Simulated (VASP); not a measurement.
# TaGeW6 (P6/mmm) in VASP: single point with PBE

Aim: the single point of TaGeW6 with PBE.

Program: VASP 6.6.1. These are calculated values, not measurements. Logs are shortened: lines on timing, memory, paths and dates and some standing lists are left out, and cuts for length are marked.

## (1) The cell of the first run

It takes space group P6/mmm (No. 191, hexagonal). The conventional cell has a = 5.374 Å, b = 5.374 Å, c = 5.452 Å, α = 90.00°, β = 90.00°, γ = 120.00°. Ta (site symmetry 6/mmm) has 2 Ge at 2.73 Å and 12 W at 3.03 Å within 3.6 Å. Within 3.6 Å of Ge (site symmetry 6/mmm) lie 2 Ta at 2.73 Å and 12 W at 3.00 Å. Within 3.5 Å of W (site symmetry 2mm) lie 6 W at 2.65 to 2.80 Å and 2 Ge at 3.00 Å and 2 Ta at 3.03 Å.

## (2) Single point, PBE

Input file INCAR:

```
PREC = Accurate ; ENCUT = 520
EDIFF = 1E-6 ; ISMEAR = 0
SIGMA = 0.2 ; LREAL = False
LASPH = True ; NELM = 100
ALGO = Fast ; ISIF = 2
LWAVE = False ; LCHARG = True
GGA = PE ; LELF = True
LVHAR = True ; NBANDS = 64
```

Input file KPOINTS:

```
regular mesh
0
Gamma
  4 4 2
```

Input file POSCAR:

```
TaGeW6
1.0
    5.3741922835      0.0000000000      0.0000000000
   -2.6870961417      4.6541870423      0.0000000000
    0.0000000000      0.0000000000      5.4519889256
Ta Ge W
1 1 6
Direct
    0.0000000000      0.0000000000      0.0000000000
    0.0000000000      0.0000000000      0.5000000000
    0.5000000000      0.0000000000      0.2567027577
    0.0000000000      0.5000000000      0.2567027577
    0.5000000000      0.5000000000      0.2567027577
    0.0000000000      0.5000000000      0.7432972423
    0.5000000000      0.0000000000      0.7432972423
    0.5000000000      0.5000000000      0.7432972423
```

Potentials or basis: VASP PAW PBE potentials, release 64 (Ta_pv, Ge_d, W_sv).

Started as:

```
$ cat potpaw_PBE.64/Ta_pv/POTCAR potpaw_PBE.64/Ge_d/POTCAR potpaw_PBE.64/W_sv/POTCAR > POTCAR
$ mpirun -np 1 vasp_std > vasp.out
```

OUTCAR:

```text
PREC = Accurate
   ENCUT = 520
   EDIFF = 1E-6
   ISMEAR = 0
   LREAL = False
   LASPH = True
   NELM = 100
   ISIF = 2
   GGA = PE

 ion  position               nearest neighbor table
   1  0.000  0.000  0.000-   2 2.73   2 2.73   6 3.03   4 3.03   4 3.03   6 3.03   8 3.03   5 3.03
                             5 3.03   8 3.03   3 3.03   7 3.03   3 3.03   7 3.03
   2  0.000  0.000  0.500-   1 2.73   1 2.73   6 3.00   4 3.00   4 3.00   6 3.00   8 3.00   5 3.00
                             5 3.00   8 3.00   3 3.00   7 3.00   3 3.00   7 3.00
   3  0.500  0.000  0.257-   7 2.65   5 2.69   5 2.69   4 2.69   4 2.69   7 2.80   2 3.00   2 3.00
                             1 3.03   1 3.03
   4  0.000  0.500  0.257-   6 2.65   3 2.69   3 2.69   5 2.69   5 2.69   6 2.80   2 3.00   2 3.00
                             1 3.03   1 3.03
   5  0.500  0.500  0.257-   8 2.65   3 2.69   3 2.69   4 2.69   4 2.69   8 2.80   2 3.00   2 3.00
                             1 3.03   1 3.03
   6  0.000  0.500  0.743-   4 2.65   7 2.69   7 2.69   8 2.69   8 2.69   4 2.80   2 3.00   2 3.00
                             1 3.03   1 3.03
   7  0.500  0.000  0.743-   3 2.65   8 2.69   8 2.69   6 2.69   6 2.69   3 2.80   2 3.00   2 3.00
                             1 3.03   1 3.03
   8  0.500  0.500  0.743-   5 2.65   7 2.69   7 2.69   6 2.69   6 2.69   5 2.80   2 3.00   2 3.00
                             1 3.03   1 3.03

  LATTYP: Found a hexagonal cell.
 ALAT       =     5.3741922835
 C/A-ratio  =     1.0144759692

  Lattice vectors:

 A1 = (   5.3741922835,   0.0000000000,   0.0000000000)
 A2 = (  -2.6870961417,   4.6541870423,   0.0000000000)
 A3 = (   0.0000000000,   0.0000000000,   5.4519889256)

Analysis of symmetry for initial positions (statically):
=====================================================================
 Subroutine PRICEL returns:
 Original cell was already a primitive cell.

 Routine SETGRP: Setting up the symmetry group for a
 hexagonal supercell.

 Subroutine GETGRP returns: Found 24 space group operations
 (whereof 24 operations were pure point group operations)
 out of a pool of 24 trial point group operations.

The static configuration has the point symmetry D_6h.

Analysis of symmetry for dynamics (positions and initial velocities):
=====================================================================
 Subroutine PRICEL returns:
 Original cell was already a primitive cell.

 Routine SETGRP: Setting up the symmetry group for a
 hexagonal supercell.

 Subroutine GETGRP returns: Found 24 space group operations
 (whereof 24 operations were pure point group operations)
 out of a pool of 24 trial point group operations.

The dynamic configuration has the point symmetry D_6h.

 Subroutine INISYM returns: Found 24 space group operations
 (whereof 24 operations are pure point group operations),
 and found     1 'primitive' translations

----------------------------------------------------------------------------------------

                                     Primitive cell

  volume of cell :     136.3679

  direct lattice vectors                    reciprocal lattice vectors
     5.374192284  0.000000000  0.000000000     0.186074474  0.107430147  0.000000000
    -2.687096142  4.654187042  0.000000000     0.000000000  0.214860295  0.000000000
     0.000000000  0.000000000  5.451988926     0.000000000  0.000000000  0.183419301

  length of vectors
     5.374192284  5.374192283  5.451988926     0.214860295  0.214860295  0.183419301

  position of ions in fractional coordinates (direct lattice)
     0.000000000  0.000000000  0.000000000
     0.000000000  0.000000000  0.500000000
     0.500000000  0.000000000  0.256702758
     0.000000000  0.500000000  0.256702758
     0.500000000  0.500000000  0.256702758
     0.000000000  0.500000000  0.743297242
     0.500000000  0.000000000  0.743297242
     0.500000000  0.500000000  0.743297242

  ion indices of the primitive-cell ions
   primitive index   ion index
                 1           1
                 2           2
                 3           3
                 4           4
                 5           5
                 6           6
                 7           7
                 8           8

----------------------------------------------------------------------------------------

 KPOINTS: regular mesh

Automatic generation of k-mesh.
 Grid dimensions read from file:
 generate k-points for:    4    4    2

 Generating k-lattice:

  Cartesian coordinates                     Fractional coordinates (reciprocal lattice)
     0.046518618  0.026857537  0.000000000     0.250000000  0.000000000  0.000000000
     0.000000000  0.053715074  0.000000000     0.000000000  0.250000000  0.000000000
     0.000000000  0.000000000  0.091709651     0.000000000  0.000000000  0.500000000

  Length of vectors
     0.053715074  0.053715074  0.091709651

  Shift w.r.t. Gamma in fractional coordinates (k-lattice)
     0.000000000  0.000000000  0.000000000

 Subroutine IBZKPT returns following result:
 ===========================================

 Found      8 irreducible k-points:

 Following reciprocal coordinates:
            Coordinates               Weight
  0.000000  0.000000  0.000000      1.000000
  0.250000  0.000000  0.000000      6.000000
  0.500000  0.000000  0.000000      3.000000
  0.250000  0.250000  0.000000      6.000000
  0.000000  0.000000  0.500000      1.000000
  0.250000  0.000000  0.500000      6.000000
  0.500000  0.000000  0.500000      3.000000
  0.250000  0.250000  0.500000      6.000000
   k-points           NKPTS =      8   k-points in BZ     NKDIM =      8   number of bands    NBANDS=     64
   number of dos      NEDOS =    301   number of ions     NIONS =      8
   total plane-waves  NPLWV =  67200
   dimension x,y,z NGX =    40 NGY =   40 NGZ =   42
   dimension x,y,z NGXF=    80 NGYF=   80 NGZF=   84
   ions per type =               1   1   6
   NGX,Y,Z   is equivalent  to a cutoff of  12.37, 12.37, 12.81 a.u.
   NGXF,Y,Z  is equivalent  to a cutoff of  24.75, 24.75, 25.61 a.u.
 SYSTEM =  unknown system
   PREC   = accura    normal or accurate (medium, high low for compatibility)
   ISTART =      0    job   : 0-new  1-cont  2-samecut
   ICHARG =      2    charge: 1-file 2-atom 10-const
   ISPIN  =      1    spin polarized calculation?
   LNONCOLLINEAR =      F non collinear calculations
   LSORBIT =      F    spin-orbit coupling
   LASPH  =      T    aspherical Exc in radial PAW
   ENCUT  =  520.0 eV  38.22 Ry    6.18 a.u.   9.99  9.99 10.14*2*pi/ulx,y,z
   NELM   =    100;   NELMIN=  2; NELMDL= -5     # of ELM steps
   EDIFF  = 0.1E-05   stopping-criterion for ELM
   LREAL  =      F    real-space projection
   EDIFFG = 0.1E-04   stopping-criterion for IOM
   NSW    =      0    number of steps for IOM
   IBRION =     -1    ionic relax: 0-MD 1-quasi-New 2-CG
   NFREE  =      0    steps in history (QN), initial steepest desc. (CG)
   ISIF   =      2    stress and relaxation
   ISYM   =      2    0-nonsym 1-usesym 2-fastsym
   POTIM  = 0.5000    time-step for ionic-motion
   TEBEG  =    0.0;   TEEND  =   0.0 temperature during run
   PSTRESS=    0.0 pullay stress
   NELECT =     109.0000    total number of electrons
   NUPDOWN=      -1.0000    fix difference up-down
   EMIN   =  10.00;   EMAX   =-10.00  energy-range for DOS
   EFERMI =   0.00;   METHOD = LEGACY
   ISMEAR =     0;   SIGMA  =   0.20  broadening in eV -4-tet -1-fermi 0-gaus
   EFERMI_NEDOS =   21; number of points for ismear=-14 and -15
   IALGO  =     68    algorithm
   IMIX   =      4    mixing-type and parameters
     AMIX     =   0.40;   BMIX     =  1.00
     AMIX_MAG =   1.60;   BMIX_MAG =  1.00
  volume/ion in A,a.u.               =      17.05       115.03
  Fermi-wavevector in a.u.,A,eV,Ry     =   1.519310  2.871079 31.406358  2.308302
  Thomas-Fermi vector in A             =   2.628313
   LORBIT       =      0    0 simple, 1 ext, 2 COOP (PROOUT), +10 PAW based schemes
   GGA     = PE    functional components
   LHFCALC =     F    Hartree Fock is set to
   AEXX    =    0.0000 exact exchange contribution
   IVDW    =     0    specifies the selected vdW correction
   LEPSILON=     F    determine dielectric tensor
   LRPA    =     F    only Hartree local field effects (RPA)
 non-spin polarized calculation
 RMM-DIIS sequential band-by-band and
 Gauss-broadening in eV      SIGMA  =   0.20
  energy-cutoff  :      520.00
  volume of cell :      136.37
 maximum number of plane-waves:      3686
 NGX is ok and might be reduce to    40
   NGX = 19   NGY = 19   NGZ = 21

 number of electron     109.0000015 magnetization

 Free energy of the ion-electron system (eV)
  ---------------------------------------------------
  ext. energy  EPLUGINS =         0.00000000
  ---------------------------------------------------
  free energy    TOTEN  =       -88.57596887 eV

  energy without entropy =      -88.46302505  energy(sigma->0) =      -88.51949696

 E-fermi :   9.6803     XC(G=0): -12.9747

 val. band max:        9.6330928164   @ k =   0.5000   0.0000   0.5000
 cond. band min:       9.7385325680   @ k =   0.0000   0.0000   0.0000
 fundamental gap:      0.1054397516
 Fermi energy:         9.6803259610

 k-point     1 :       0.0000    0.0000    0.0000
  band No.  band energies     occupation
      1     -64.4190      2.00000
      2     -64.3515      2.00000
      3     -64.3058      2.00000
      4     -64.3058      2.00000
      5     -64.2405      2.00000
      6     -64.2405      2.00000
[... 56 lines left out ...]
     63      12.0960      0.00000
     64      12.3699      0.00000

 k-point     2 :       0.2500    0.0000    0.0000
  band No.  band energies     occupation
      1     -64.4047      2.00000
      2     -64.3375      2.00000
      3     -64.3203      2.00000
      4     -64.3058      2.00000
      5     -64.2547      2.00000
      6     -64.2405      2.00000
[... 56 lines left out ...]
     63      12.8366      0.00000
     64      12.9820      0.00000

 k-point     3 :       0.5000    0.0000    0.0000
  band No.  band energies     occupation
      1     -64.3815      2.00000
      2     -64.3438      2.00000
      3     -64.3147      2.00000
      4     -64.3058      2.00000
      5     -64.2777      2.00000
      6     -64.2405      2.00000
[... 56 lines left out ...]
     63      11.9508      0.00000
     64      12.1210      0.00000

 k-point     4 :       0.2500    0.2500    0.0000
  band No.  band energies     occupation
      1     -64.3815      2.00000
      2     -64.3438      2.00000
      3     -64.3147      2.00000
      4     -64.3058      2.00000
      5     -64.2777      2.00000
      6     -64.2405      2.00000
[... 56 lines left out ...]
     63      12.1148      0.00000
     64      12.3711      0.00000

 k-point     5 :       0.0000    0.0000    0.5000
  band No.  band energies     occupation
      1     -64.3963      2.00000
      2     -64.3744      2.00000
      3     -64.2839      2.00000
      4     -64.2839      2.00000
      5     -64.2626      2.00000
      6     -64.2626      2.00000
[... 56 lines left out ...]
     63      11.9242      0.00000
     64      11.9321      0.00000

 k-point     6 :       0.2500    0.0000    0.5000
  band No.  band energies     occupation
      1     -64.3820      2.00000
      2     -64.3603      2.00000
      3     -64.2983      2.00000
      4     -64.2839      2.00000
      5     -64.2769      2.00000
      6     -64.2625      2.00000
[... 56 lines left out ...]
     63      11.6839      0.00000
     64      11.9298      0.00000

 k-point     7 :       0.5000    0.0000    0.5000
  band No.  band energies     occupation
      1     -64.3590      2.00000
      2     -64.3373      2.00000
      3     -64.3215      2.00000
      4     -64.3000      2.00000
      5     -64.2839      2.00000
      6     -64.2626      2.00000
[... 56 lines left out ...]
     63      10.5375      0.00000
     64      10.6536      0.00000

 k-point     8 :       0.2500    0.2500    0.5000
  band No.  band energies     occupation
      1     -64.3590      2.00000
      2     -64.3373      2.00000
      3     -64.3215      2.00000
      4     -64.3000      2.00000
      5     -64.2839      2.00000
      6     -64.2625      2.00000
[... 56 lines left out ...]
     63      11.4171      0.00000
     64      11.6806      0.00000

------------------------ aborting loop because EDIFF is reached ----------------------------------------

  FORCE on cell =-STRESS in cart. coord.  units (eV):
  Direction    XX          YY          ZZ          XY          YZ          ZX
  --------------------------------------------------------------------------------------
  -------------------------------------------------------------------------------------
  Total        0.9157459      0.9157459     -0.0264010      0.0000000      0.0000000     -0.0000000
  in kB       10.7590415     10.7590415     -0.3101837      0.0000000      0.0000000     -0.0000000
  external PRESSURE =       7.0692998 kB  Pullay stress =       0.0000000 kB

 VOLUME and BASIS-vectors are now :
 -----------------------------------------------------------------------------
  energy-cutoff  :      520.00
  volume of cell :      136.37
      direct lattice vectors                 reciprocal lattice vectors
     5.374192284  0.000000000  0.000000000     0.186074474  0.107430147  0.000000000
    -2.687096142  4.654187042  0.000000000     0.000000000  0.214860295  0.000000000
     0.000000000  0.000000000  5.451988926     0.000000000  0.000000000  0.183419301

 POSITION                                       TOTAL-FORCE (eV/Angst)
 -----------------------------------------------------------------------------------
      0.00000      0.00000      0.00000         0.000000      0.000000      0.000000
      0.00000      0.00000      2.72599         0.000000      0.000000      0.000000
      2.68710      0.00000      1.39954         0.000000     -0.000000     -0.022267
     -1.34355      2.32709      1.39954        -0.000000     -0.000000     -0.022267
      1.34355      2.32709      1.39954        -0.000000     -0.000000     -0.022267
     -1.34355      2.32709      4.05245        -0.000000      0.000000      0.022267
      2.68710      0.00000      4.05245        -0.000000      0.000000      0.022267
      1.34355      2.32709      4.05245         0.000000      0.000000      0.022267
 -----------------------------------------------------------------------------------
    total drift:                               -0.000000      0.000000      0.000000

  FREE ENERGIE OF THE ION-ELECTRON SYSTEM (eV)
  ---------------------------------------------------
  free  energy   TOTEN  =       -88.5759688735 eV

  energy  without entropy=      -88.4630250527  energy(sigma->0) =      -88.51949696
```

It took 4.2 min on 1 thread of Intel Xeon Platinum 8488C (Sapphire Rapids), shared host; peak memory 0.29 GiB.

Results:

- Free energy: -88.5760 eV
- Pressure: 0.7 GPa
- Largest force: 0.022 eV/Å

Forces on the atoms (eV/Å):
```
Ta   0.000  0.000  0.000
Ge   0.000  0.000  0.000
W    0.000  0.000 -0.022
W    0.000  0.000 -0.022
W    0.000  0.000 -0.022
W    0.000  0.000  0.022
W    0.000  0.000  0.022
W    0.000  0.000  0.022
```

Caveat: the k points lie up to 0.58 Å⁻¹ apart; spin-orbit coupling is left out, which moves the levels of the heavy elements.
